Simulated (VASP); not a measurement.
# ScAl3 (Pm-3m) in VASP: notebook

The runs below take ScAl3 through single point, with r2SCAN0, r2SCAN.

All numbers are computed with VASP 6.6.1; they aren't measurements. Logs are shortened: lines on timing, memory, paths and dates and some standing lists are left out, and cuts for length are marked.

**1. The cell of the first run**

Symmetry: Pm-3m, No. 221, cubic system. Conventional cell: a = 4.088 Å, b = 4.088 Å, c = 4.088 Å, α = 90.00°, β = 90.00°, γ = 90.00°. Within 3.8 Å of Sc (site symmetry m-3m) lie 12 Al at 2.89 Å. Within 3.8 Å of Al (site symmetry 4/mmm) lie 4 Sc at 2.89 Å and 8 Al at 2.89 Å.

**2. Single point, r2SCAN0**

POSCAR reads:

```
ScAl3
1.0
    4.0878065700      0.0000000000      0.0000000000
    0.0000000000      4.0878065700      0.0000000000
    0.0000000000      0.0000000000      4.0878065700
Sc Al
1 3
Direct
    0.0000000000      0.0000000000      0.0000000000
    0.5000000000      0.5000000000      0.0000000000
    0.0000000000      0.5000000000      0.5000000000
    0.5000000000      0.0000000000      0.5000000000
```

INCAR.step1 reads:

```
SYSTEM = ScAl3
ALGO     = Normal         ! electronic algorithm
EDIFF    = 1E-5           ! SCF threshold, eV
ENCUT    = 520            ! plane-wave cutoff, eV
GGA      = PE             ! functional
ISIF     = 2              ! what is computed and relaxed
ISMEAR   = -1             ! smearing method
LASPH    = .True.         ! aspherical terms in the spheres
LREAL    = .False.        ! projectors in reciprocal space
LWAVE    = .True.         ! write WAVECAR
NBANDS   = 18             ! bands
NELM     = 80             ! most SCF steps
PREC     = Accurate       ! precision mode
SIGMA    = 0.05           ! smearing width, eV
```

INCAR.step2 reads:

```
SYSTEM = ScAl3
AEXX     = 0.25           ! exact-exchange fraction
ALGO     = Normal         ! electronic algorithm
EDIFF    = 1E-7           ! SCF threshold, eV
ENCUT    = 520            ! plane-wave cutoff, eV
ISIF     = 2              ! what is computed and relaxed
ISMEAR   = -1             ! smearing method
ISTART   = 1            
LASPH    = .True.         ! aspherical terms in the spheres
LCHARG   = .True.         ! write CHGCAR
LELF     = .True.         ! ELF
LHFCALC  = .True.         ! exact exchange
LMIXTAU  = .True.       
LREAL    = .False.        ! projectors in reciprocal space
LVHAR    = .True.       
LWAVE    = .False.        ! write WAVECAR
METAGGA  = R2SCAN         ! meta-GGA
NBANDS   = 18             ! bands
NELM     = 80             ! most SCF steps
PREC     = Accurate       ! precision mode
PRECFOCK = Normal       
SIGMA    = 0.05           ! smearing width, eV
```

KPOINTS reads:

```
k-points
0
Gamma
  4 4 4
  0 0 0
```

Potentials or basis: VASP PAW PBE potentials, release 64 (Sc_sv, Al).

Command:

```console
> cat potpaw_PBE.64/Sc_sv/POTCAR potpaw_PBE.64/Al/POTCAR > POTCAR
> cp INCAR.step1 INCAR
> mpirun -np 1 vasp_std > vasp.out
> cp INCAR.step2 INCAR
> mpirun -np 1 vasp_std > vasp.out
```

OUTCAR:

```text
SYSTEM = ScAl3
   AEXX = 0.25
   EDIFF = 1E-7
   ENCUT = 520
   ISIF = 2
   ISMEAR = -1
   ISTART = 1
   LASPH = .True.
   LHFCALC = .True.
   LREAL = .False.
   METAGGA = R2SCAN
   NELM = 80
   PREC = Accurate
   PRECFOCK = Normal

 ion  position               nearest neighbor table
   1  0.000  0.000  0.000-   2 2.89   3 2.89   4 2.89   3 2.89   4 2.89   2 2.89   3 2.89   3 2.89
                             2 2.89   4 2.89   4 2.89   2 2.89
   2  0.500  0.500  0.000-   1 2.89   3 2.89   4 2.89   3 2.89   4 2.89   1 2.89   4 2.89   4 2.89
                             1 2.89   3 2.89   3 2.89   1 2.89
   3  0.000  0.500  0.500-   1 2.89   2 2.89   4 2.89   1 2.89   2 2.89   1 2.89   4 2.89   1 2.89
                             2 2.89   4 2.89   2 2.89   4 2.89
   4  0.500  0.000  0.500-   1 2.89   2 2.89   3 2.89   1 2.89   2 2.89   2 2.89   3 2.89   2 2.89
                             1 2.89   3 2.89   1 2.89   3 2.89

  LATTYP: Found a simple cubic cell.
 ALAT       =     4.0878065700

  Lattice vectors:

 A1 = (   4.0878065700,   0.0000000000,   0.0000000000)
 A2 = (   0.0000000000,   4.0878065700,   0.0000000000)
 A3 = (   0.0000000000,   0.0000000000,   4.0878065700)

Analysis of symmetry for initial positions (statically):
=====================================================================
 Subroutine PRICEL returns:
 Original cell was already a primitive cell.

 Routine SETGRP: Setting up the symmetry group for a
 simple cubic supercell.

 Subroutine GETGRP returns: Found 48 space group operations
 (whereof 48 operations were pure point group operations)
 out of a pool of 48 trial point group operations.

The static configuration has the point symmetry O_h .

Analysis of symmetry for dynamics (positions and initial velocities):
=====================================================================
 Subroutine PRICEL returns:
 Original cell was already a primitive cell.

 Routine SETGRP: Setting up the symmetry group for a
 simple cubic supercell.

 Subroutine GETGRP returns: Found 48 space group operations
 (whereof 48 operations were pure point group operations)
 out of a pool of 48 trial point group operations.

The dynamic configuration has the point symmetry O_h .

 Subroutine INISYM returns: Found 48 space group operations
 (whereof 48 operations are pure point group operations),
 and found     1 'primitive' translations

----------------------------------------------------------------------------------------

                                     Primitive cell

  volume of cell :      68.3079

  direct lattice vectors                    reciprocal lattice vectors
     4.087806570  0.000000000  0.000000000     0.244629970  0.000000000  0.000000000
     0.000000000  4.087806570  0.000000000     0.000000000  0.244629970  0.000000000
     0.000000000  0.000000000  4.087806570     0.000000000  0.000000000  0.244629970

  length of vectors
     4.087806570  4.087806570  4.087806570     0.244629970  0.244629970  0.244629970

  position of ions in fractional coordinates (direct lattice)
     0.000000000  0.000000000  0.000000000
     0.500000000  0.500000000  0.000000000
     0.000000000  0.500000000  0.500000000
     0.500000000  0.000000000  0.500000000

  ion indices of the primitive-cell ions
   primitive index   ion index
                 1           1
                 2           2
                 3           3
                 4           4

----------------------------------------------------------------------------------------

 KPOINTS: k-points

Automatic generation of k-mesh.
 Grid dimensions read from file:
 generate k-points for:    4    4    4

 Generating k-lattice:

  Cartesian coordinates                     Fractional coordinates (reciprocal lattice)
     0.061157493  0.000000000  0.000000000     0.250000000  0.000000000  0.000000000
     0.000000000  0.061157493  0.000000000     0.000000000  0.250000000  0.000000000
     0.000000000  0.000000000  0.061157493     0.000000000  0.000000000  0.250000000

  Length of vectors
     0.061157493  0.061157493  0.061157493

  Shift w.r.t. Gamma in fractional coordinates (k-lattice)
     0.000000000  0.000000000  0.000000000

 Subroutine IBZKPT returns following result:
 ===========================================

 Found     10 irreducible k-points:

 Following reciprocal coordinates:
            Coordinates               Weight
  0.000000  0.000000  0.000000      1.000000
  0.250000  0.000000  0.000000      6.000000
  0.500000  0.000000  0.000000      3.000000
  0.250000  0.250000  0.000000     12.000000
  0.500000  0.250000  0.000000     12.000000
  0.500000  0.500000  0.000000      3.000000
  0.250000  0.250000  0.250000      8.000000
  0.500000  0.250000  0.250000     12.000000
  0.500000  0.500000  0.250000      6.000000
  0.500000  0.500000  0.500000      1.000000
   k-points           NKPTS =     10   k-points in BZ     NKDIM =     64   number of bands    NBANDS=     18
   number of dos      NEDOS =    301   number of ions     NIONS =      4
   total plane-waves  NPLWV =  27000
   dimension x,y,z NGX =    30 NGY =   30 NGZ =   30
   dimension x,y,z NGXF=    60 NGYF=   60 NGZF=   60
   ions per type =               1   3
   NGX,Y,Z   is equivalent  to a cutoff of  12.20, 12.20, 12.20 a.u.
   NGXF,Y,Z  is equivalent  to a cutoff of  24.40, 24.40, 24.40 a.u.
 SYSTEM =  ScAl3
   PREC   = accura    normal or accurate (medium, high low for compatibility)
   ISTART =      1    job   : 0-new  1-cont  2-samecut
   ICHARG =      0    charge: 1-file 2-atom 10-const
   ISPIN  =      1    spin polarized calculation?
   LNONCOLLINEAR =      F non collinear calculations
   LSORBIT =      F    spin-orbit coupling
   LASPH  =      T    aspherical Exc in radial PAW
   ENCUT  =  520.0 eV  38.22 Ry    6.18 a.u.   7.60  7.60  7.60*2*pi/ulx,y,z
   NELM   =     80;   NELMIN=  2; NELMDL=  0     # of ELM steps
   EDIFF  = 0.1E-06   stopping-criterion for ELM
   LREAL  =      F    real-space projection
   EDIFFG = 0.1E-05   stopping-criterion for IOM
   NSW    =      0    number of steps for IOM
   IBRION =     -1    ionic relax: 0-MD 1-quasi-New 2-CG
   NFREE  =      0    steps in history (QN), initial steepest desc. (CG)
   ISIF   =      2    stress and relaxation
   ISYM   =      3    0-nonsym 1-usesym 2-fastsym
   POTIM  = 0.5000    time-step for ionic-motion
   TEBEG  =    0.0;   TEEND  =   0.0 temperature during run
   PSTRESS=    0.0 pullay stress
   NELECT =      20.0000    total number of electrons
   NUPDOWN=      -1.0000    fix difference up-down
   EMIN   =  10.00;   EMAX   =-10.00  energy-range for DOS
   EFERMI =   0.00;   METHOD = LEGACY
   ISMEAR =    -1;   SIGMA  =   0.05  broadening in eV -4-tet -1-fermi 0-gaus
   EFERMI_NEDOS =   21; number of points for ismear=-14 and -15
   IALGO  =     38    algorithm
   IMIX   =      1    mixing-type and parameters
     AMIX     =   0.40;   BMIX     =  1.00
     AMIX_MAG =   1.60;   BMIX_MAG =  1.00
  volume/ion in A,a.u.               =      17.08       115.24
  Fermi-wavevector in a.u.,A,eV,Ry     =   1.087079  2.054282 16.078563  1.181741
  Thomas-Fermi vector in A             =   2.223230
   LORBIT       =      0    0 simple, 1 ext, 2 COOP (PROOUT), +10 PAW based schemes
   METAGGA = R2SCAN    functional components
   LHFCALC =     T    Hartree Fock is set to
   PRECFOCK=normal    Normal, Fast or Accurate (Low or Medium for compatibility)
   ENCUT4O =  -1.0   cutoff for four orbital integrals eV
   NKREDX  =     1    reduce k-point grid by
   NKREDY  =     1    reduce k-point grid by
   NKREDZ  =     1    reduce k-point grid by
   AEXX    =    0.2500 exact exchange contribution
   HFSCREEN=    0.0000 screening length (either q_TF or 0.3 A-1)
   HFSCREENC=   0.0000 screening length for correlation (either q_TF or 0.3 A-1)
   ENCUTFOCK=  -1.0 apply spherical cutoff to Coloumb kernel
   IVDW    =     0    specifies the selected vdW correction
   LEPSILON=     F    determine dielectric tensor
   LRPA    =     F    only Hartree local field effects (RPA)
 non-spin polarized calculation
  energy-cutoff  :      520.00
  volume of cell :       68.31
 maximum number of plane-waves:      1856
  NGX = 24; NGY = 24; NGZ = 24

 number of electron      19.9999996 magnetization

 Free energy of the ion-electron system (eV)
  ---------------------------------------------------
  ext. energy  EPLUGINS =         0.00000000
  ---------------------------------------------------
  free energy    TOTEN  =       -34.17477232 eV

  energy without entropy =      -34.16277584  energy(sigma->0) =      -34.16877408

 E-fermi :   7.3518     XC(G=0):  -8.6015

 val. band max:        7.3170552762   @ k =   0.5000   0.2500   0.2500
 cond. band min:       7.8806491919   @ k =   0.2500   0.2500   0.0000
 fundamental gap:      0.5635939157
 Fermi energy:         7.3517817587

 k-point     1 :       0.0000    0.0000    0.0000
  band No.  band energies     occupation
      1     -47.8389      2.00000
      2     -24.3363      2.00000
      3     -24.3363      2.00000
      4     -24.3363      2.00000
      5      -4.9648      2.00000
      6       3.9256      2.00000
[... 10 lines left out ...]
     17      13.7461      0.00000
     18      13.7461      0.00000

 k-point     2 :       0.2500    0.0000    0.0000
  band No.  band energies     occupation
      1     -47.8380      2.00000
      2     -24.3576      2.00000
      3     -24.3332      2.00000
      4     -24.3332      2.00000
      5      -4.3042      2.00000
      6       0.7625      2.00000
[... 10 lines left out ...]
     17      13.6267      0.00000
     18      14.6172      0.00000

 k-point     3 :       0.5000    0.0000    0.0000
  band No.  band energies     occupation
      1     -47.8372      2.00000
      2     -24.3793      2.00000
      3     -24.3304      2.00000
      4     -24.3304      2.00000
      5      -2.7672      2.00000
      6      -1.8519      2.00000
[... 118 lines left out ...]
 k-point     9 :       0.5000    0.5000    0.2500
  band No.  band energies     occupation
      1     -47.8342      2.00000
      2     -24.3728      2.00000
      3     -24.3728      2.00000
      4     -24.3483      2.00000
      5      -0.4627      2.00000
      6       0.5582      2.00000
[... 10 lines left out ...]
     17      12.6396      0.00000
     18      16.0725      0.00000

 k-point    10 :       0.5000    0.5000    0.5000
  band No.  band energies     occupation
      1     -47.8332      2.00000
      2     -24.3708      2.00000
      3     -24.3708      2.00000
      4     -24.3708      2.00000
      5       1.2677      2.00000
      6       1.2677      2.00000
[... 10 lines left out ...]
     17      12.8013      0.00000
     18      19.9694      0.00000

------------------------ aborting loop because EDIFF is reached ----------------------------------------

  FORCE on cell =-STRESS in cart. coord.  units (eV):
  Direction    XX          YY          ZZ          XY          YZ          ZX
  --------------------------------------------------------------------------------------
  -------------------------------------------------------------------------------------
  Total       -0.3410727     -0.3410727     -0.3410727      0.0000000      0.0000000      0.0000000
  in kB       -7.9999352     -7.9999352     -7.9999352      0.0000000      0.0000000      0.0000000
  external PRESSURE =      -7.9999352 kB  Pullay stress =       0.0000000 kB

 VOLUME and BASIS-vectors are now :
 -----------------------------------------------------------------------------
  energy-cutoff  :      520.00
  volume of cell :       68.31
      direct lattice vectors                 reciprocal lattice vectors
     4.087806570  0.000000000  0.000000000     0.244629970  0.000000000  0.000000000
     0.000000000  4.087806570  0.000000000     0.000000000  0.244629970  0.000000000
     0.000000000  0.000000000  4.087806570     0.000000000  0.000000000  0.244629970

 POSITION                                       TOTAL-FORCE (eV/Angst)
 -----------------------------------------------------------------------------------
      0.00000      0.00000      0.00000         0.000000      0.000000      0.000000
      2.04390      2.04390      0.00000         0.000000      0.000000      0.000000
      0.00000      2.04390      2.04390         0.000000      0.000000      0.000000
      2.04390      0.00000      2.04390         0.000000      0.000000      0.000000
 -----------------------------------------------------------------------------------
    total drift:                               -0.000000     -0.000000     -0.000000

  FREE ENERGIE OF THE ION-ELECTRON SYSTEM (eV)
  ---------------------------------------------------
  free  energy   TOTEN  =       -34.1747723176 eV

  energy  without entropy=      -34.1627758351  energy(sigma->0) =      -34.16877408
```

Wall time 39 min (1 thread of AMD EPYC 7R43 (Zen 3), shared host); peak memory 0.15 GiB.

What came out:

| Property | Result |
| --- | --- |
| Free energy | -34.1748 eV |
| Pressure | -0.8 GPa |
| Band gap on the k mesh | zero (band 10 reaches 8.67 eV, above the bottom of band 11 at 3.13 eV) |

Levels at points of the mesh, in eV from the Fermi level:
| k point | band 6 | band 7 | band 8 | band 9 | band 10 | band 11 | band 12 | band 13 | band 14 | band 15 |
| --- | --- | --- | --- | --- | --- | --- | --- | --- | --- | --- |
| (0.00, 0.00, 0.00) | -3.43 | -3.43 | -2.70 | -2.70 | -2.70 | 1.79 | 2.17 | 2.17 | 2.17 | 6.38 |
| (0.50, 0.00, 0.00) | -9.20 | -2.49 | -2.49 | -2.10 | 1.32 | 1.32 | 1.60 | 1.78 | 2.53 | 3.37 |
| (0.50, 0.50, 0.00) | -7.19 | -7.19 | -5.76 | -1.03 | -1.03 | 1.65 | 2.14 | 3.23 | 3.86 | 4.24 |
| (0.50, 0.50, 0.50) | -6.08 | -6.08 | -5.76 | -4.22 | -4.22 | -4.22 | 1.55 | 4.01 | 4.01 | 5.45 |

Caveat: the k points lie up to 0.38 Å⁻¹ apart; the PAW data sets were made with another functional, which shifts forces and pressure a little.

**3. Single point, r2SCAN**

POSCAR is that of step 2.

INCAR.step1 reads:

```
SYSTEM = ScAl3
ALGO = Normal ; EDIFF = 1E-4
ENCUT = 520 ; GGA = PE
ISMEAR = -1 ; LASPH = .True.
LCHARG = .False. ; LREAL = .False.
LWAVE = .True. ; NBANDS = 18
NELM = 60 ; PREC = Accurate
SIGMA = 0.05
```

INCAR.step2 reads:

```
SYSTEM = ScAl3
ALGO = Normal ; EDIFF = 1E-6
ENCUT = 520 ; ISIF = 2
ISMEAR = -1 ; ISTART = 1
LASPH = .True. ; LCHARG = .True.
LELF = .True. ; LMIXTAU = .True.
LREAL = .False. ; LVHAR = .True.
LWAVE = .False. ; METAGGA = R2SCAN
NBANDS = 18 ; NELM = 60
PREC = Accurate ; SIGMA = 0.05
```

KPOINTS reads:

```
k-points
0
Gamma
  6 6 6
  0 0 0
```

Potentials or basis: VASP PAW PBE potentials, release 64 (Sc_sv, Al).

Command:

```console
> cat potpaw_PBE.64/Sc_sv/POTCAR potpaw_PBE.64/Al/POTCAR > POTCAR
> cp INCAR.step1 INCAR
> mpirun -np 1 vasp_std > vasp.out
> cp INCAR.step2 INCAR
> mpirun -np 1 vasp_std > vasp.out
```

OUTCAR:

```text
SYSTEM = ScAl3
   EDIFF = 1E-6
   ENCUT = 520
   ISIF = 2
   ISMEAR = -1
   ISTART = 1
   LASPH = .True.
   LREAL = .False.
   METAGGA = R2SCAN
   NELM = 60
   PREC = Accurate

 ion  position               nearest neighbor table
   1  0.000  0.000  0.000-   2 2.89   3 2.89   4 2.89   3 2.89   4 2.89   2 2.89   3 2.89   3 2.89
                             2 2.89   4 2.89   4 2.89   2 2.89
   2  0.500  0.500  0.000-   1 2.89   3 2.89   4 2.89   3 2.89   4 2.89   1 2.89   4 2.89   4 2.89
                             1 2.89   3 2.89   3 2.89   1 2.89
   3  0.000  0.500  0.500-   1 2.89   2 2.89   4 2.89   1 2.89   2 2.89   1 2.89   4 2.89   1 2.89
[... 617 lines left out ...]
  -------------------------------------------------------------------------------------
  Total       -0.0931092     -0.0931092     -0.0931092      0.0000000      0.0000000     -0.0000000
  in kB       -2.1838975     -2.1838975     -2.1838975      0.0000000      0.0000000     -0.0000000
  external PRESSURE =      -2.1838975 kB  Pullay stress =       0.0000000 kB

 VOLUME and BASIS-vectors are now :
 -----------------------------------------------------------------------------
  energy-cutoff  :      520.00
  volume of cell :       68.31
      direct lattice vectors                 reciprocal lattice vectors
     4.087806570  0.000000000  0.000000000     0.244629970  0.000000000  0.000000000
     0.000000000  4.087806570  0.000000000     0.000000000  0.244629970  0.000000000
     0.000000000  0.000000000  4.087806570     0.000000000  0.000000000  0.244629970

 POSITION                                       TOTAL-FORCE (eV/Angst)
 -----------------------------------------------------------------------------------
      0.00000      0.00000      0.00000         0.000000      0.000000      0.000000
      2.04390      2.04390      0.00000         0.000000      0.000000      0.000000
      0.00000      2.04390      2.04390         0.000000      0.000000      0.000000
      2.04390      0.00000      2.04390         0.000000      0.000000      0.000000
 -----------------------------------------------------------------------------------
    total drift:                                0.000000     -0.000000      0.000000

  FREE ENERGIE OF THE ION-ELECTRON SYSTEM (eV)
  ---------------------------------------------------
  free  energy   TOTEN  =       -33.5023707526 eV

  energy  without entropy=      -33.4874865928  energy(sigma->0) =      -33.49492867
```

Run time: 44 s. Hardware: 1 thread of Intel Xeon 6975P-C (Granite Rapids), shared host; peak memory 0.18 GiB.

Results:

* Free energy: -33.5024 eV
* Pressure: -0.2 GPa
* Band gap on the k mesh: zero (band 10 reaches 8.29 eV, above the bottom of band 11 at 4.03 eV)

Caveat: the PAW data sets were made with another functional, which shifts forces and pressure a little.

**4. Single point, r2SCAN**

POSCAR is that of step 3.

INCAR.step1 reads:

```
  ALGO = Normal
  EDIFF = 1E-4
  ENCUT = 520
  GGA = PE
  ISMEAR = -1
  LASPH = T
  LCHARG = F
  LREAL = F
  LWAVE = T
  NBANDS = 18
  NELM = 80
  PREC = Accurate
  SIGMA = 0.05
```

INCAR.step2 reads:

```
  ALGO = Normal
  EDIFF = 1E-7
  ENCUT = 520
  ISIF = 2
  ISMEAR = -1
  ISTART = 1
  LASPH = T
  LCHARG = T
  LELF = T
  LMIXTAU = T
  LREAL = F
  LVHAR = T
  LWAVE = F
  METAGGA = R2SCAN
  NBANDS = 18
  NELM = 80
  PREC = Accurate
  SIGMA = 0.05
```

KPOINTS reads:

```
k-points
0
Gamma
  7 7 7
```

Command:

```console
> cat potpaw_PBE.64/Sc_sv/POTCAR potpaw_PBE.64/Al/POTCAR > POTCAR
> cp INCAR.step1 INCAR
> mpirun -np 1 vasp_std > vasp.out
> cp INCAR.step2 INCAR
> mpirun -np 1 vasp_std > vasp.out
```

Wall time 49 s (1 thread of Intel Xeon 6975P-C (Granite Rapids), shared host); peak memory 0.17 GiB.

It converged, with:

```yaml
Free_energy: -33.5174 eV
Pressure: -0.2 GPa
Band_gap_on_the_k_mesh: zero (band 10 reaches 8.29 eV, above the bottom of band 11 at 4.42 eV)
```

Levels at points of the mesh, in eV from the Fermi level:
| k point | band 6 | band 7 | band 8 | band 9 | band 10 | band 11 | band 12 | band 13 | band 14 | band 15 |
| --- | --- | --- | --- | --- | --- | --- | --- | --- | --- | --- |
| (0.00, 0.00, 0.00) | -2.62 | -2.62 | -1.91 | -1.91 | -1.91 | 1.43 | 1.51 | 1.51 | 1.51 | 5.38 |

Caveat: the PAW data sets were made with another functional, which shifts forces and pressure a little.

(Part 1 of 2 ends here.)
